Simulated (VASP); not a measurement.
# HC10 in VASP: notebook, part 2 of 3

VASP 6.6.1. Earlier steps stand in the parts before.

## 4. Single point, PBE

File INCAR:

```
SYSTEM = HC10
ALGO     = Normal         ! electronic algorithm
DIPOL    = 0.5 0.5 0.299
EDIFF    = 1E-6           ! SCF threshold, eV
ENCUT    = 520            ! plane-wave cutoff, eV
GGA      = PE             ! functional
IDIPOL   = 3            
ISIF     = 2              ! what is computed and relaxed
ISMEAR   = 0              ! smearing method
LASPH    = .True.         ! aspherical terms in the spheres
LCHARG   = .True.         ! write CHGCAR
LDIPOL   = .True.       
LELF     = .True.         ! ELF
LREAL    = Auto         
LVACPOTAV= .True.       
LVHAR    = .True.       
LWAVE    = .False.        ! write WAVECAR
NBANDS   = 58             ! bands
NELM     = 60             ! most SCF steps
PREC     = Accurate       ! precision mode
SIGMA    = 0.1            ! smearing width, eV
```

File KPOINTS:

```
k-points
0
Gamma
  4 3 1
  0 0 0
```

File POSCAR:

```
HC10
1.0
    8.5436715410      0.0000000000      0.0000000000
   -2.1359178852      8.6110540228      0.0000000000
    0.0000000000      0.0000000000     22.7788015587
C H
20 2
Direct
    0.0782061927      0.9794914374      0.1756018634
    0.5782061927      0.9794914374      0.1756018634
    0.4115395260      0.9794914374      0.1756018634
    0.9115395260      0.9794914374      0.1756018634
    0.3230790520      0.9589828748      0.2291807119
    0.8230790520      0.9589828748      0.2291807119
    0.1564123854      0.9589828748      0.2291807119
    0.6564123854      0.9589828748      0.2291807119
    0.0669021191      0.9383827998      0.2826780623
    0.5669021191      0.9383827998      0.2826780623
    0.4022889535      0.9383826011      0.2826780666
    0.9022889535      0.9383826011      0.2826780666
    0.3111130358      0.9176686260      0.3364248459
    0.8111130358      0.9176686260      0.3364248459
    0.1477209834      0.9176686383      0.3364247639
    0.6477209834      0.9176686383      0.3364247639
    0.0473696299      0.8987954532      0.3853929922
    0.5473696299      0.8987954532      0.3853929922
    0.4020260968      0.8987947219      0.3853934781
    0.9020260968      0.8987947219      0.3853934781
    0.2300247762      0.2321282990      0.4753889472
    0.3375897728      0.2321282990      0.4753889472
```

Potentials or basis: VASP PAW PBE potentials, release 64 (C, H).

The run is started by

```
$ cat potpaw_PBE.64/C/POTCAR potpaw_PBE.64/H/POTCAR > POTCAR
$ mpirun -np 1 vasp_std > vasp.out
```

OUTCAR:

```text
SYSTEM = HC10
   EDIFF = 1E-6
   ENCUT = 520
   GGA = PE
   ISIF = 2
   ISMEAR = 0
   LASPH = .True.
   LREAL = Auto
   NELM = 60
   PREC = Accurate

 ion  position               nearest neighbor table
   1  0.078  0.979  0.176-   7 1.42   4 1.42
   2  0.578  0.979  0.176-   8 1.42   3 1.42
   3  0.412  0.979  0.176-   5 1.42   2 1.42
   4  0.912  0.979  0.176-   6 1.42   1 1.42
   5  0.323  0.959  0.229-   7 1.42   3 1.42  11 1.43
   6  0.823  0.959  0.229-   8 1.42   4 1.42  12 1.43
   7  0.156  0.959  0.229-   5 1.42   1 1.42   9 1.43
   8  0.656  0.959  0.229-   6 1.42   2 1.42  10 1.43
   9  0.067  0.938  0.283-  12 1.41   7 1.43  15 1.44
  10  0.567  0.938  0.283-  11 1.41   8 1.43  16 1.44
  11  0.402  0.938  0.283-  10 1.41   5 1.43  13 1.44
  12  0.902  0.938  0.283-   9 1.41   6 1.43  14 1.44
  13  0.311  0.918  0.336-  19 1.39  15 1.40  11 1.44
  14  0.811  0.918  0.336-  20 1.39  16 1.40  12 1.44
  15  0.148  0.918  0.336-  17 1.39  13 1.40   9 1.44
  16  0.648  0.918  0.336-  18 1.39  14 1.40  10 1.44
  17  0.047  0.899  0.385-  20 1.24  15 1.39
[... 226 lines left out ...]
  band No.  band energies     occupation
      1     -23.1467      2.00000
      2     -21.8557      2.00000
      3     -21.5848      2.00000
      4     -21.3325      2.00000
      5     -20.1556      2.00000
      6     -19.7341      2.00000
[... 381 lines left out ...]
     52       0.3446      0.00000
     53       0.7972      0.00000
 [bands above 53 left out]

------------------------ aborting loop because EDIFF is reached ----------------------------------------

  FORCE on cell =-STRESS in cart. coord.  units (eV):
  Direction    XX          YY          ZZ          XY          YZ          ZX
  --------------------------------------------------------------------------------------
  -------------------------------------------------------------------------------------
  Total       -5.8510891     -0.2436496     -5.0842895      0.0044145      0.6974976      0.0168581
  in kB       -5.5939112     -0.2329403     -4.8608153      0.0042205      0.6668399      0.0161171
  external PRESSURE =      -3.5625556 kB  Pullay stress =       0.0000000 kB

 VOLUME and BASIS-vectors are now :
 -----------------------------------------------------------------------------
  energy-cutoff  :      520.00
  volume of cell :     1675.84
      direct lattice vectors                 reciprocal lattice vectors
     8.543671541  0.000000000  0.000000000     0.117045698  0.029032451  0.000000000
    -2.135917885  8.611054023  0.000000000     0.000000000  0.116129802  0.000000000
     0.000000000  0.000000000 22.778801559     0.000000000  0.000000000  0.043900466

 POSITION                                       TOTAL-FORCE (eV/Angst)
 -----------------------------------------------------------------------------------
     -1.42395      8.43445      4.00000        -6.818607     -0.158276      1.122129
      2.84789      8.43445      4.00000        -6.818398     -0.159498      1.121906
      1.42395      8.43445      4.00000         6.817775     -0.160347      1.123018
      5.69578      8.43445      4.00000         6.817794     -0.161470      1.122754
      0.71197      8.25785      5.22046        -0.450325      0.165275     -1.157646
      4.98381      8.25785      5.22046        -0.449332      0.166129     -1.157866
[... 14 lines left out ...]
      1.46945      1.99887     10.82879         3.530199     -0.003414     -0.004960
      2.38845      1.99887     10.82879        -3.526115     -0.001272     -0.003585
 -----------------------------------------------------------------------------------
    total drift:                               -0.026083     -0.001223      0.047925

  FREE ENERGIE OF THE ION-ELECTRON SYSTEM (eV)
  ---------------------------------------------------
  free  energy   TOTEN  =      -171.7669210443 eV

  energy  without entropy=     -171.7596430246  energy(sigma->0) =     -171.76328203

 vacuum level on the upper side and lower side of the slab         0.791         1.460
```

OSZICAR:

```text
N       E                     dE             d eps       ncg     rms          rms(c)
DAV:   1     0.696638371615E+03    0.69664E+03   -0.26744E+04   948   0.966E+02
DAV:   2     0.148277886084E+01   -0.69516E+03   -0.65155E+03  1256   0.211E+02
DAV:   3    -0.176492833621E+03   -0.17798E+03   -0.17566E+03  1030   0.112E+02
DAV:   4    -0.185418953171E+03   -0.89261E+01   -0.88030E+01   966   0.333E+01
[... 17 lines left out ...]
DAV:  22    -0.171766893913E+03   -0.18684E-04   -0.71171E-07   734   0.165E-03    0.529E-04
DAV:  23    -0.171766909785E+03   -0.15872E-04   -0.70357E-07   712   0.154E-03    0.315E-04
DAV:  24    -0.171766915861E+03   -0.60755E-05   -0.12414E-07   568   0.755E-04    0.252E-04
DAV:  25    -0.171766920248E+03   -0.43872E-05   -0.16808E-07   600   0.842E-04    0.130E-04
DAV:  26    -0.171766921044E+03   -0.79634E-06   -0.42964E-08   540   0.476E-04
   1 F= -.17176692E+03 E0= -.17176328E+03  d E =-.727802E-02
```

stdout:

```text
POSCAR found type information on POSCAR C H
 POSCAR found :  2 types and      22 ions
 scaLAPACK will be used
 LDA part: xc-table for (Slater+PW92), standard interpolation
 POSCAR, INCAR and KPOINTS ok, starting setup
 FFT: planning ... GRIDC
 FFT: planning ... GRID_SOFT
 FFT: planning ... GRID
 WAVECAR not read
 entering main loop
 -----------------------------------------------------------------------------
|                                                                             |
|           W    W    AA    RRRRR   N    N  II  N    N   GGGG   !!!           |
|           W    W   A  A   R    R  NN   N  II  NN   N  G    G  !!!           |
|           W    W  A    A  R    R  N N  N  II  N N  N  G       !!!           |
|           W WW W  AAAAAA  RRRRR   N  N N  II  N  N N  G  GGG   !            |
|           WW  WW  A    A  R   R   N   NN  II  N   NN  G    G                |
|           W    W  A    A  R    R  N    N  II  N    N   GGGG   !!!           |
|                                                                             |
|     Did not find any points to average over, which means that no vacuum     |
|     field-free region was found. Please increase the size of  your cell     |
|     in the dimension of the dipole correction to obtain accurate            |
|     workfunction values.                                                    |
|                                                                             |
 -----------------------------------------------------------------------------
```

It took 21 min on 1 thread of Intel Xeon Platinum 8488C (Sapphire Rapids), shared host; peak memory 1.6 GiB.

Results:

```yaml
Free_energy: -171.7669 eV
Largest_force: 6.912 eV/Å
Band_gap_on_the_k_mesh: 0.26 eV (least direct gap 0.36 eV)
```

Forces in eV/Å, atoms in the order of the input:
```
C   -6.819 -0.158  1.122
C   -6.818 -0.159  1.122
C    6.818 -0.160  1.123
C    6.818 -0.161  1.123
C   -0.450  0.165 -1.158
C   -0.449  0.166 -1.158
C    0.456  0.164 -1.158
C    0.455  0.165 -1.159
C   -0.012  0.002 -0.012
C   -0.012  0.003 -0.014
C    0.020  0.007 -0.014
C    0.019  0.007 -0.016
C   -0.095 -0.007  0.019
C   -0.087 -0.009  0.013
C    0.085 -0.001  0.019
C    0.078 -0.003  0.013
C   -0.016 -0.002  0.025
C   -0.010 -0.003  0.040
C    0.010 -0.004  0.033
C    0.006 -0.006  0.046
H    3.530 -0.003 -0.005
H   -3.526 -0.001 -0.004
```

## 5. Single point, PBE

File INCAR:

```
SYSTEM = HC10
PREC = Accurate
ENCUT = 520
EDIFF = 1E-7
ISMEAR = 0
SIGMA = 0.1
LREAL = Auto
LASPH = .True.
NELM = 60
ALGO = Normal
ISIF = 2
LWAVE = .False.
LCHARG = .False.
LDIPOL = .True.
IDIPOL = 3
DIPOL = 0.5 0.5 0.299
GGA = PE
NBANDS = 58
```

File KPOINTS:

```
regular mesh
0
Gamma
  4 3 1
  0 0 0
```

POSCAR: that of step 4 with these lines changed.

```diff
@@ -28,3 +28,3 @@
     0.9020260968      0.8987947219      0.3853934781
-    0.2300247762      0.2321282990      0.4753889472
-    0.3375897728      0.2321282990      0.4753889472
+    0.2399151377      0.2321282990      0.4753889472
+    0.3276994113      0.2321282990      0.4753889472
```

The run is started by

```
$ cat potpaw_PBE.64/C/POTCAR potpaw_PBE.64/H/POTCAR > POTCAR
$ mpirun -np 1 vasp_std > vasp.out
```

It took 23 min on 1 thread of Intel Xeon 6975P-C (Granite Rapids), shared host; peak memory 1.6 GiB.

It converged, with:

| Property | Result |
| --- | --- |
| Free energy | -172.1185 eV |
| Largest force | 6.912 eV/Å |
| Band gap on the k mesh | 0.26 eV (least direct gap 0.36 eV) |

Forces on the atoms (eV/Å):
```
C   -6.819 -0.158  1.122
C   -6.818 -0.159  1.122
C    6.818 -0.161  1.123
C    6.818 -0.161  1.123
C   -0.450  0.165 -1.158
C   -0.449  0.166 -1.158
C    0.456  0.164 -1.159
C    0.455  0.165 -1.159
C   -0.012  0.002 -0.013
C   -0.012  0.002 -0.014
C    0.020  0.007 -0.015
C    0.019  0.007 -0.016
C   -0.094 -0.007  0.018
C   -0.088 -0.008  0.014
C    0.084 -0.002  0.018
C    0.079 -0.003  0.014
C   -0.015 -0.003  0.027
C   -0.011 -0.003  0.038
C    0.010 -0.005  0.034
C    0.007 -0.006  0.044
H   -0.004 -0.003 -0.005
H    0.007 -0.001 -0.003
```

Levels at points of the mesh, in eV from the valence-band top:
| k point | band 38 | band 39 | band 40 | band 41 | band 42 | band 43 | band 44 | band 45 |
| --- | --- | --- | --- | --- | --- | --- | --- | --- |
| (0.00, 0.00, 0.00) | -1.10 | -0.83 | -0.73 | 0.00 | 0.66 | 1.06 | 1.20 | 1.34 |
| (0.50, 0.00, 0.00) | -1.02 | -1.02 | -1.00 | -1.00 | 0.75 | 0.75 | 1.69 | 1.70 |

(Part 2 of 3 ends here.)
